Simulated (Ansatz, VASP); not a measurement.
**Two plane-wave programs on Rh**

Contents of POSCAR:

```
Rh
1.0
    2.6917450000      0.0000000000      0.0000000000
   -1.3458720000      2.3311190000      0.0000000000
    0.0000000000      0.0000000000      8.7980700000
Rh
4
Direct
    0.0000000000      0.0000000000      0.0000000000
    0.3333333333      0.6666666667      0.2500000000
    0.0000000000      0.0000000000      0.5000000000
    0.6666666667      0.3333333333      0.7500000000
```

Contents of INCAR.step1:

```
PREC = Accurate
ENCUT = 600
ISMEAR = 1
SIGMA = 0.1
LREAL = False
LASPH = True
NELM = 80
GGA = PE
ALGO = Normal
EDIFF = 1E-4
LWAVE = True
LCHARG = False
```

The input INCAR.step2:

```
PREC = Accurate
ENCUT = 600
EDIFF = 1E-6
ISMEAR = 1
SIGMA = 0.1
LREAL = False
LASPH = True
NELM = 80
ALGO = Normal
ISIF = 3
LWAVE = False
LCHARG = False
METAGGA = R2SCAN
LMIXTAU = True
IBRION = 2
NSW = 80
EDIFFG = -0.02
ISTART = 1
```

File KPOINTS:

```
Automatic mesh
0
Gamma
  9 9 3
```

Input for Ansatz:

```yaml
crystal:
  lattice:
    - [2.691745, 0.0, 0.0]
    - [-1.345872, 2.331119, 0.0]
    - [0.0, 0.0, 8.79807]
  atoms:
    - { symbol: Rh, position: [0.0, 0.0, 0.0] }
    - { symbol: Rh, position: [0.3333333333333333, 0.6666666666666666, 0.25] }
    - { symbol: Rh, position: [0.0, 0.0, 0.5] }
    - { symbol: Rh, position: [0.6666666666666666, 0.3333333333333333, 0.75] }
kpoints:
  mp_grid:
    grid: [9, 9, 3]
hamiltonian:
  xc: r2scan
  dispersion: none
scf:
  occupations:
    method: cold
    width: 0.1
relax:
  f_tol: 0.02
  cell: {}
```

Alike in both runs: task relaxation of cell and atoms; functional r2SCAN; k mesh 9 × 9 × 3; no spin polarisation.

|  | VASP | Ansatz |
| --- | --- | --- |
| version | VASP 6.6.1 | Ansatz 0.2.0 |
| potentials or method | VASP PAW PBE potentials, release 64 (Rh_pv) | plane waves, PAW |
| plane-wave cutoff (eV) | 600 | 500 |
| occupations | methfessel-paxton of order 1, width 0.1 eV | cold, width 0.1 eV |
| valence electrons in the cell | 60 | 68 |

|  | VASP | Ansatz | Ansatz less VASP |
| --- | --- | --- | --- |
| relaxed volume (Å³/atom) | 13.79 | 13.73 | -0.054 |
| relaxed cell length with the largest relative difference (Å) | 8.770 | 8.758 | -0.0128 |

VASP's potentials were made for PBE, not for r2SCAN. VASP's potentials hold 60 valence electrons a cell and Ansatz's 68, so a difference there can come from the potentials and not from the codes.
